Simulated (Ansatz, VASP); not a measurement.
## Two plane-wave programs on MoN2

```
Mo N
1.0
     4.34805    0.00000    0.00000
     0.00000    4.34805    0.00000
     0.00000    0.00000    2.76746
Mo N
2 4
Direct
  0.00000 0.00000 0.00000
  0.50000 0.50000 0.00000
  0.61165 0.88835 0.50000
  0.38835 0.11165 0.50000
  0.11165 0.61165 0.50000
  0.88835 0.38835 0.50000
```

Alike in both runs: functional r2SCAN; k mesh 6 × 6 × 10; occupations fermi-dirac, width 0.05 eV; no spin polarisation.

|  | VASP | Ansatz |
| --- | --- | --- |
| version | VASP 6.6.1 | Ansatz 0.2.0 |
| potentials or method | VASP PAW PBE potentials, release 64 (Mo_sv, N) | Ansatz PAW |
| plane-wave cutoff (eV) | 520 | 500 |
| valence electrons in the cell | 48 | 48 |
| task | single point | band structure |

Ansatz gave:

```
gap on the k mesh at the Fermi level (eV)                     : none
pressure (GPa)                                                : -8.0
traceless stress, the component that is largest in VASP (GPa) : -0.98
rms of the force components (eV/Å)                            : 0.009
```

**Question.** Which values does VASP return?

**Answer.** gap on the k mesh at the Fermi level (eV): none; pressure (GPa): -6.6; traceless stress, the component that is largest in VASP (GPa): -1.24; rms of the force components (eV/Å): 0.060.

VASP's potentials were made for PBE, not for r2SCAN. Atom by atom the forces differ by 0.051 eV/Å (rms over components). A gap of «none» marks a metal or a gap that the smearing closes. The functional is the same, so the differences come from potentials, cutoffs and numerics.
